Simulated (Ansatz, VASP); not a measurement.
**Two plane-wave programs on Be2ZnSe3**

Contents of INCAR:

```
SYSTEM = Be2ZnSe3
ALGO = Normal ; EDIFF = 1E-6
ENCUT = 520 ; GGA = PE
ISIF = 2 ; ISMEAR = 0
LASPH = .True. ; LCHARG = .True.
LELF = .True. ; LREAL = .False.
LVHAR = .True. ; LWAVE = .False.
NBANDS = 46 ; NELM = 100
PREC = Accurate ; SIGMA = 0.1
```

KPOINTS

```
k-points
0
Gamma
  4 2 4
  0 0 0
```

POSCAR

```
Be2ZnSe3
1.0
    3.7743691047      0.0000000000      0.0000000000
    0.0000000000     -7.5487382094      0.0000000000
   -1.8871845524      1.8871845524     -8.1287057657
Be Zn Se
4 2 6
Direct
    0.6720009995      0.8360004998      0.3440019990
    0.6720009995      0.3360004998      0.3440019990
    0.3279990005      0.6639995002      0.6559980010
    0.3279990005      0.1639995002      0.6559980010
    0.0000000000      0.5000000000      0.0000000000
    0.0000000000      1.0000000000      0.0000000000
    0.0954527849      0.7977263924      0.1909055697
    0.0954527849      0.2977263924      0.1909055697
    0.7500000000      0.6250000000      0.5000000000
    0.7500000000      0.1250000000      0.5000000000
    0.4045472151      0.9522736076      0.8090944303
    0.4045472151      0.4522736076      0.8090944303
```

Input for Ansatz:

```yaml
crystal:
  lattice:
    - [3.7743691047, 0.0, 0.0]
    - [0.0, -7.5487382094, 0.0]
    - [-1.8871845524, 1.8871845524, -8.1287057657]
  atoms:
    - { symbol: Be, position: [0.6720009995, 0.8360004998, 0.344001999] }
    - { symbol: Be, position: [0.6720009995, 0.3360004998, 0.344001999] }
    - { symbol: Be, position: [0.3279990005, 0.6639995002, 0.655998001] }
    - { symbol: Be, position: [0.3279990005, 0.1639995002, 0.655998001] }
    - { symbol: Zn, position: [0.0, 0.5, 0.0] }
    - { symbol: Zn, position: [0.0, 1.0, 0.0] }
    - { symbol: Se, position: [0.0954527849, 0.7977263924, 0.1909055697] }
    - { symbol: Se, position: [0.0954527849, 0.2977263924, 0.1909055697] }
    - { symbol: Se, position: [0.75, 0.625, 0.5] }
    - { symbol: Se, position: [0.75, 0.125, 0.5] }
    - { symbol: Se, position: [0.4045472151, 0.9522736076, 0.8090944303] }
    - { symbol: Se, position: [0.4045472151, 0.4522736076, 0.8090944303] }
basis:
  ecutwfc: 420
kpoints:
  mp_grid: { grid: [4, 2, 4] }
hamiltonian:
  xc: pbe
scf:
  occupations: { method: gaussian, width: 0.1 }
  lower_state_search: "off"
output:
  forces: true
  stress: true
  eigenvalues: true
```

Alike in both runs: task single point; functional PBE; k mesh 4 × 2 × 4; occupations gaussian, width 0.1 eV; no spin polarisation.

|  | VASP | Ansatz |
| --- | --- | --- |
| version | VASP 6.6.1 | Ansatz 0.2.0 |
| potentials or method | VASP PAW PBE potentials, release 64 (Be, Zn, Se), cutoff 520 eV | scalar-relativistic, plane waves, PAW |
| valence electrons in the cell | 68 | 128 |

|  | VASP | Ansatz | Ansatz less VASP |
| --- | --- | --- | --- |
| gap on the k mesh at the Fermi level (eV) | 2.64 | 2.65 | +0.008 |
| least direct gap on the mesh (eV) | 2.66 | 2.66 | +0.002 |
| pressure (GPa) | 0.3 | 0.1 | -0.20 |
| traceless stress, the component that is largest in VASP (GPa) | -0.39 | -0.39 | -0.004 |
| rms of the force components (eV/Å) | 0.015 | 0.010 | -0.0043 |

Atom by atom the forces differ by 0.004 eV/Å (rms over components). With one functional, cell and mesh, what is left measures potentials, basis and numerics. VASP's potentials hold 68 valence electrons a cell and Ansatz's 128, so a difference there can come from the potentials and not from the codes.

The k mesh is coarse, so the values compare programs but aren't converged.
